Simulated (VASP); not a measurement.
Wanted: the native input for a VASP 6.6.1 run.

```yaml
Task: single point
Functional: PBEsol
Potentials_or_basis: VASP PAW PBE potentials, release 64 (F)
Cutoff: 520 eV
k_mesh: 4 × 4 × 2
Occupations: gaussian, width 0.05 eV
Spin: no spin polarisation
Dipole_correction: no
Further_INCAR_settings: ALGO = Normal; EDIFF = 1e-06; NBANDS = 22
```

The structure of F lies in POSCAR:

```
F
1.0
    2.8976630008     -1.7756543739     -0.2234927683
    2.8976630008      1.7756543739     -0.2234927683
   -2.1458162479      0.0000000000      7.0973369091
F
4
Direct
    0.0848459664      0.0848459664      0.0940038325
    0.9151540336      0.9151540336      0.9059961675
    0.5015719855      0.5015719855      0.5937195244
    0.4984280145      0.4984280145      0.4062804756
```

These files were run (other wordings do the same):

INCAR

```
SYSTEM = F
PREC = Accurate
ENCUT = 520
EDIFF = 1E-6
ISMEAR = 0
SIGMA = 0.05
LREAL = .False.
LASPH = .True.
NELM = 60
ALGO = Normal
ISIF = 2
LWAVE = .False.
LCHARG = .True.
GGA = PS
LELF = .True.
LVHAR = .True.
NBANDS = 22
```

KPOINTS

```
regular mesh
0
Gamma
  4 4 2
  0 0 0
```

Potentials or basis: VASP PAW PBE potentials, release 64 (F).

Command:

```console
$ cat potpaw_PBE.64/F/POTCAR > POTCAR
$ mpirun -np 1 vasp_std > vasp.out
```

Results of the run:

```
Pressure               : 1.9 GPa
Largest force          : 1.115 eV/Å
Band gap on the k mesh : 3.14 eV, indirect (least direct gap 3.22 eV)
```

Caveat: the k points lie up to 0.53 Å⁻¹ apart; the PAW data sets were made with another functional, which shifts forces and pressure a little.

Wall time 43 s on 1 thread of AMD EPYC 7R13, with other jobs on the host, peak memory 0.16 GiB.
